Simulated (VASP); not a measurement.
# Pd (P6_3/mmc) in VASP: notebook

Pd is run at these levels: LDA; tasks: single point.

Program: VASP 6.6.1. These are calculated values, not measurements. Logs are shortened: lines on timing, memory, paths and dates and some standing lists are left out, and cuts for length are marked.

**1. The cell of the first run**

Symmetry: P6_3/mmc, No. 194, hexagonal system. The conventional cell has a = 2.746 Å, b = 2.746 Å, c = 4.566 Å, α = 90.00°, β = 90.00°, γ = 120.00°. Pd (site symmetry -6m2) has 12 Pd at 2.75 to 2.78 Å within 3.6 Å.

**2. Single point, LDA (volume scaled by 0.96)**

INCAR

```
PREC = Accurate
ENCUT = 520
EDIFF = 1E-6
ISMEAR = -1
SIGMA = 0.05
LREAL = False
LASPH = True
NELM = 100
ALGO = Normal
ISIF = 2
LWAVE = False
LCHARG = True
LELF = True
LVHAR = True
NBANDS = 17
```

KPOINTS

```
Automatic mesh
0
Gamma
  11 11 6
```

POSCAR

```
Pd
1.0
    2.7460433387      0.0000000000      0.0000000000
   -1.3730216694      2.3781432912      0.0000000000
    0.0000000000      0.0000000000      4.5663327230
Pd
2
Direct
    0.3333333333      0.6666666667      0.2500000000
    0.6666666667      0.3333333333      0.7500000000
```

Potentials or basis: VASP PAW LDA potentials, release 64 (Pd).

The run is started by

```
$ cat potpaw_LDA.64/Pd/POTCAR > POTCAR
$ mpirun -np 1 vasp_std > vasp.out
```

OUTCAR:

```text
PREC = Accurate
   ENCUT = 520
   EDIFF = 1E-6
   ISMEAR = -1
   LREAL = False
   LASPH = True
   NELM = 100
   ISIF = 2

 ion  position               nearest neighbor table
   1  0.333  0.667  0.250-   2 2.78   2 2.78   2 2.78   2 2.78   2 2.78   2 2.78
   2  0.667  0.333  0.750-   1 2.78   1 2.78   1 2.78   1 2.78   1 2.78   1 2.78

  LATTYP: Found a hexagonal cell.
 ALAT       =     2.7460433387
 C/A-ratio  =     1.6628771508

  Lattice vectors:

 A1 = (   2.7460433387,   0.0000000000,   0.0000000000)
 A2 = (  -1.3730216694,   2.3781432912,   0.0000000000)
 A3 = (   0.0000000000,   0.0000000000,   4.5663327230)

Analysis of symmetry for initial positions (statically):
=====================================================================
 Subroutine PRICEL returns:
 Original cell was already a primitive cell.

 Routine SETGRP: Setting up the symmetry group for a
 hexagonal supercell.

 Subroutine GETGRP returns: Found 24 space group operations
 (whereof 12 operations were pure point group operations)
 out of a pool of 24 trial point group operations.

The static configuration has the point symmetry D_3d.
 The point group associated with its full space group is D_6h.

Analysis of symmetry for dynamics (positions and initial velocities):
=====================================================================
 Subroutine PRICEL returns:
 Original cell was already a primitive cell.

 Routine SETGRP: Setting up the symmetry group for a
 hexagonal supercell.

 Subroutine GETGRP returns: Found 24 space group operations
 (whereof 12 operations were pure point group operations)
 out of a pool of 24 trial point group operations.

The dynamic configuration has the point symmetry D_3d.
 The point group associated with its full space group is D_6h.

 Subroutine INISYM returns: Found 24 space group operations
 (whereof 12 operations are pure point group operations),
 and found     1 'primitive' translations

----------------------------------------------------------------------------------------

                                     Primitive cell

  volume of cell :      29.8204

  direct lattice vectors                    reciprocal lattice vectors
     2.746043339  0.000000000  0.000000000     0.364160312  0.210248054  0.000000000
    -1.373021669  2.378143291  0.000000000     0.000000000  0.420496109  0.000000000
     0.000000000  0.000000000  4.566332723     0.000000000  0.000000000  0.218994116

  length of vectors
     2.746043339  2.746043339  4.566332723     0.420496109  0.420496109  0.218994116

  position of ions in fractional coordinates (direct lattice)
     0.333333333  0.666666667  0.250000000
     0.666666667  0.333333333  0.750000000

  ion indices of the primitive-cell ions
   primitive index   ion index
                 1           1
                 2           2

----------------------------------------------------------------------------------------

 KPOINTS: Automatic mesh

Automatic generation of k-mesh.
 Grid dimensions read from file:
 generate k-points for:   11   11    6

 Generating k-lattice:

  Cartesian coordinates                     Fractional coordinates (reciprocal lattice)
     0.033105483  0.019113459  0.000000000     0.090909091  0.000000000  0.000000000
     0.000000000  0.038226919  0.000000000     0.000000000  0.090909091  0.000000000
     0.000000000  0.000000000  0.036499019     0.000000000  0.000000000  0.166666667

  Length of vectors
     0.038226919  0.038226919  0.036499019

  Shift w.r.t. Gamma in fractional coordinates (k-lattice)
     0.000000000  0.000000000  0.000000000

 Subroutine IBZKPT returns following result:
 ===========================================

 Found     64 irreducible k-points:

 Following reciprocal coordinates:
            Coordinates               Weight
  0.000000  0.000000  0.000000      1.000000
  0.090909  0.000000  0.000000      6.000000
  0.181818 -0.000000  0.000000      6.000000
  0.272727 -0.000000  0.000000      6.000000
  0.363636  0.000000  0.000000      6.000000
  0.454545 -0.000000  0.000000      6.000000
[... 16 lines left out ...]
  0.090909  0.090909  0.166667     12.000000
  0.181818  0.090909  0.166667     24.000000
 [... further k-points ...]
   k-points           NKPTS =     64   k-points in BZ     NKDIM =     64   number of bands    NBANDS=     17
   number of dos      NEDOS =    301   number of ions     NIONS =      2
   total plane-waves  NPLWV =  14400
   dimension x,y,z NGX =    20 NGY =   20 NGZ =   36
   dimension x,y,z NGXF=    40 NGYF=   40 NGZF=   72
   ions per type =               2
   NGX,Y,Z   is equivalent  to a cutoff of  12.11, 12.11, 13.11 a.u.
   NGXF,Y,Z  is equivalent  to a cutoff of  24.22, 24.22, 26.21 a.u.
 SYSTEM =  unknown system
   PREC   = accura    normal or accurate (medium, high low for compatibility)
   ISTART =      0    job   : 0-new  1-cont  2-samecut
   ICHARG =      2    charge: 1-file 2-atom 10-const
   ISPIN  =      1    spin polarized calculation?
   LNONCOLLINEAR =      F non collinear calculations
   LSORBIT =      F    spin-orbit coupling
   LASPH  =      T    aspherical Exc in radial PAW
   ENCUT  =  520.0 eV  38.22 Ry    6.18 a.u.   5.11  5.11  8.49*2*pi/ulx,y,z
   NELM   =    100;   NELMIN=  2; NELMDL= -5     # of ELM steps
   EDIFF  = 0.1E-05   stopping-criterion for ELM
   LREAL  =      F    real-space projection
   EDIFFG = 0.1E-04   stopping-criterion for IOM
   NSW    =      0    number of steps for IOM
   IBRION =     -1    ionic relax: 0-MD 1-quasi-New 2-CG
   NFREE  =      0    steps in history (QN), initial steepest desc. (CG)
   ISIF   =      2    stress and relaxation
   ISYM   =      2    0-nonsym 1-usesym 2-fastsym
   POTIM  = 0.5000    time-step for ionic-motion
   TEBEG  =    0.0;   TEEND  =   0.0 temperature during run
   PSTRESS=    0.0 pullay stress
   NELECT =      20.0000    total number of electrons
   NUPDOWN=      -1.0000    fix difference up-down
   EMIN   =  10.00;   EMAX   =-10.00  energy-range for DOS
   EFERMI =   0.00;   METHOD = LEGACY
   ISMEAR =    -1;   SIGMA  =   0.05  broadening in eV -4-tet -1-fermi 0-gaus
   EFERMI_NEDOS =   21; number of points for ismear=-14 and -15
   IALGO  =     38    algorithm
   IMIX   =      4    mixing-type and parameters
     AMIX     =   0.40;   BMIX     =  1.00
     AMIX_MAG =   1.60;   BMIX_MAG =  1.00
  volume/ion in A,a.u.               =      14.91       100.62
  Fermi-wavevector in a.u.,A,eV,Ry     =   1.433003  2.707983 27.939541  2.053498
  Thomas-Fermi vector in A             =   2.552569
   LORBIT       =      0    0 simple, 1 ext, 2 COOP (PROOUT), +10 PAW based schemes
   GGA     = CA    functional components
   LHFCALC =     F    Hartree Fock is set to
   AEXX    =    0.0000 exact exchange contribution
   IVDW    =     0    specifies the selected vdW correction
   LEPSILON=     F    determine dielectric tensor
   LRPA    =     F    only Hartree local field effects (RPA)
 non-spin polarized calculation
  energy-cutoff  :      520.00
  volume of cell :       29.82
 maximum number of plane-waves:       815
   NGX = 11   NGY = 11   NGZ = 17

 number of electron      20.0000003 magnetization

 Free energy of the ion-electron system (eV)
  ---------------------------------------------------
  ext. energy  EPLUGINS =         0.00000000
  ---------------------------------------------------
  free energy    TOTEN  =       -12.87980715 eV

  energy without entropy =      -12.83398431  energy(sigma->0) =      -12.85689573

 E-fermi :   9.4188     XC(G=0): -13.4505

 val. band max:        9.4122920596   @ k =   0.4545   0.0909   0.0000
 cond. band min:       9.4292713816   @ k =   0.3636   0.0000   0.0000
 fundamental gap:      0.0169793219
 Fermi energy:         9.4188339868

 k-point     1 :       0.0000    0.0000    0.0000
  band No.  band energies     occupation
      1       2.2538      2.00000
      2       4.1222      2.00000
      3       6.4814      2.00000
      4       6.6827      2.00000
      5       6.6827      2.00000
      6       7.0364      2.00000
[... 9 lines left out ...]
     16      28.9331      0.00000
     17      31.5076      0.00000

 k-point     2 :       0.0909    0.0000    0.0000
  band No.  band energies     occupation
      1       2.5204      2.00000
      2       4.3119      2.00000
      3       6.3197      2.00000
      4       6.8098      2.00000
      5       6.8630      2.00000
      6       6.9618      2.00000
[... 9 lines left out ...]
     16      28.5782      0.00000
     17      29.9538      0.00000

 k-point     3 :       0.1818   -0.0000    0.0000
  band No.  band energies     occupation
      1       3.2484      2.00000
      2       4.7238      2.00000
      3       6.0694      2.00000
      4       6.6554      2.00000
      5       6.6946      2.00000
      6       7.2833      2.00000
[... 9 lines left out ...]
     16      28.3611      0.00000
     17      28.7566      0.00000

 k-point     4 :       0.2727   -0.0000    0.0000
  band No.  band energies     occupation
      1       4.1210      2.00000
      2       4.8062      2.00000
      3       5.7540      2.00000
      4       6.2441      2.00000
      5       6.6600      2.00000
      6       7.0698      2.00000
[... 9 lines left out ...]
     16      26.7243      0.00000
     17      28.3060      0.00000

 k-point     5 :       0.3636    0.0000    0.0000
  band No.  band energies     occupation
      1       4.4240      2.00000
      2       4.6703      2.00000
      3       5.1135      2.00000
      4       6.8305      2.00000
      5       6.8519      2.00000
      6       7.0341      2.00000
[... 9 lines left out ...]
     16      24.8613      0.00000
     17      25.4729      0.00000

 k-point     6 :       0.4545   -0.0000    0.0000
  band No.  band energies     occupation
      1       4.2701      2.00000
      2       4.6619      2.00000
      3       4.7854      2.00000
      4       6.6984      2.00000
      5       6.9305      2.00000
      6       7.2130      2.00000
[... 9 lines left out ...]
     16      22.7980      0.00000
     17      23.3647      0.00000

 k-point     7 :       0.0909    0.0909    0.0000
  band No.  band energies     occupation
      1       3.0237      2.00000
      2       4.6359      2.00000
      3       6.0762      2.00000
      4       6.8051      2.00000
      5       6.9888      2.00000
      6       7.0125      2.00000
[... 9 lines left out ...]
     16      28.9104      0.00000
     17      29.6106      0.00000

 k-point     8 :       0.1818    0.0909    0.0000
  band No.  band energies     occupation
      1       3.8815      2.00000
      2       4.9879      2.00000
      3       5.8674      2.00000
      4       6.1091      2.00000
      5       6.6645      2.00000
      6       6.9673      2.00000
[... 9 lines left out ...]
     16      27.6343      0.00000
     17      29.1433      0.00000
[... 203 lines left out ...]
      1       3.4478      2.00000
      2       4.8008      2.00000
      3       6.1089      2.00000
      4       6.3996      2.00000
      5       6.5686      2.00000
      6       7.1602      2.00000
[... 9 lines left out ...]
     16      27.9429      0.00000
     17      28.1293      0.00000

 k-point    20 :       0.2727   -0.0000    0.1667
  band No.  band energies     occupation
      1       4.1868      2.00000
      2       4.8965      2.00000
      3       5.7473      2.00000
      4       6.1484      2.00000
      5       6.5537      2.00000
      6       7.1446      2.00000
[... 9 lines left out ...]
     16      25.9384      0.00000
     17      27.9370      0.00000

 k-point    21 :       0.3636    0.0000    0.1667
  band No.  band energies     occupation
      1       4.3536      2.00000
      2       4.6154      2.00000
      3       5.4268      2.00000
      4       6.0757      2.00000
      5       6.9577      2.00000
      6       7.0737      2.00000
[... 9 lines left out ...]
     16      24.2374      0.00000
     17      26.4521      0.00000

 k-point    22 :       0.4545   -0.0000    0.1667
  band No.  band energies     occupation
      1       4.2715      2.00000
      2       4.3632      2.00000
      3       5.2622      2.00000
      4       6.0854      2.00000
      5       6.8422      2.00000
      6       7.3296      2.00000
[... 9 lines left out ...]
     16      23.2528      0.00000
     17      24.4382      0.00000

 k-point    23 :       0.0909    0.0909    0.1667
  band No.  band energies     occupation
      1       3.2387      2.00000
      2       4.7059      2.00000
      3       6.1184      2.00000
      4       6.5167      2.00000
      5       6.6736      2.00000
      6       7.0589      2.00000
[... 9 lines left out ...]
     16      28.3384      0.00000
     17      28.5685      0.00000

 k-point    24 :       0.1818    0.0909    0.1667
  band No.  band energies     occupation
      1       4.0255      2.00000
      2       5.0820      2.00000
      3       5.8465      2.00000
      4       6.0371      2.00000
      5       6.5229      2.00000
      6       6.9945      2.00000
[... 9 lines left out ...]
     16      27.0141      0.00000
     17      28.2842      0.00000

 [... further k-points ...]
[... 5 lines left out ...]
  --------------------------------------------------------------------------------------
  -------------------------------------------------------------------------------------
  Total       -1.7449263     -1.7449263     -1.6445698      0.0000000      0.0000000     -0.0000000
  in kB      -93.7507432    -93.7507432    -88.3588245      0.0000000      0.0000000     -0.0000000
  external PRESSURE =     -91.9534370 kB  Pullay stress =       0.0000000 kB

 VOLUME and BASIS-vectors are now :
 -----------------------------------------------------------------------------
  energy-cutoff  :      520.00
  volume of cell :       29.82
      direct lattice vectors                 reciprocal lattice vectors
     2.746043339  0.000000000  0.000000000     0.364160312  0.210248054  0.000000000
    -1.373021669  2.378143291  0.000000000     0.000000000  0.420496109  0.000000000
     0.000000000  0.000000000  4.566332723     0.000000000  0.000000000  0.218994116

 POSITION                                       TOTAL-FORCE (eV/Angst)
 -----------------------------------------------------------------------------------
     -0.00000      1.58543      1.14158        -0.000000      0.000000      0.000000
      1.37302      0.79271      3.42475         0.000000     -0.000000      0.000000
 -----------------------------------------------------------------------------------
    total drift:                               -0.000000      0.000000     -0.000000

  FREE ENERGIE OF THE ION-ELECTRON SYSTEM (eV)
  ---------------------------------------------------
  free  energy   TOTEN  =       -12.8798071483 eV

  energy  without entropy=      -12.8339843065  energy(sigma->0) =      -12.85689573
```

Wall time 29 s (1 thread of Intel Xeon 8259CL, shared host); peak memory 0.14 GiB.

What came out:

```yaml
Free_energy: -12.8798 eV
Pressure: -9.2 GPa
Band_gap_on_the_k_mesh: zero (band 10 reaches 9.57 eV, above the bottom of band 11 at 8.71 eV)
```

(Continued in part 2 of 2.)
